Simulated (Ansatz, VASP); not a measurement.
SnO in VASP and in Ansatz

```
CELL_PARAMETERS angstrom
3.23170 0.00000 0.00000
0.00000 4.37230 0.00000
0.00000 0.00000 4.83600
ATOMIC_POSITIONS crystal
Sn 0.00000 0.50000 0.23850
Sn 0.50000 0.00000 0.76150
O 0.00000 0.00000 0.00000
O 0.50000 0.50000 0.00000
```

Change from the starting cell: strain -0.1500 x Voigt [1, -1, 0, 0, 0, 0], atoms carried along.

Alike in both runs: task single point; functional r2SCAN; k mesh 10 × 10 × 8; occupations gaussian, width 0.03 eV; no spin polarisation.

|  | VASP | Ansatz |
| --- | --- | --- |
| version | VASP 6.6.1 | Ansatz 0.2.0 |
| potentials or method | VASP PAW PBE potentials, release 64 (Sn_d, O), cutoff 520 eV | scalar-relativistic, plane waves, PAW |
| valence electrons in the cell | 40 | 40 |

Ansatz gave:

| Property | Result |
| --- | --- |
| gap on the k mesh at the Fermi level (eV) | 0.25 |
| least direct gap on the mesh (eV) | 2.06 |
| pressure (GPa) | 11.9 |
| traceless stress, the component that is largest in VASP (GPa) | 14.52 |
| rms of the force components (eV/Å) | 1.332 |

Question: Which values does VASP return?

Answer: gap on the k mesh at the Fermi level (eV): 0.23; least direct gap on the mesh (eV): 2.05; pressure (GPa): 12.5; traceless stress, the component that is largest in VASP (GPa): 15.06; rms of the force components (eV/Å): 1.414.

VASP's potentials were made for PBE, not for r2SCAN. Atom by atom the forces differ by 0.086 eV/Å (rms over components). The functional is the same, so the differences come from potentials, cutoffs and numerics.
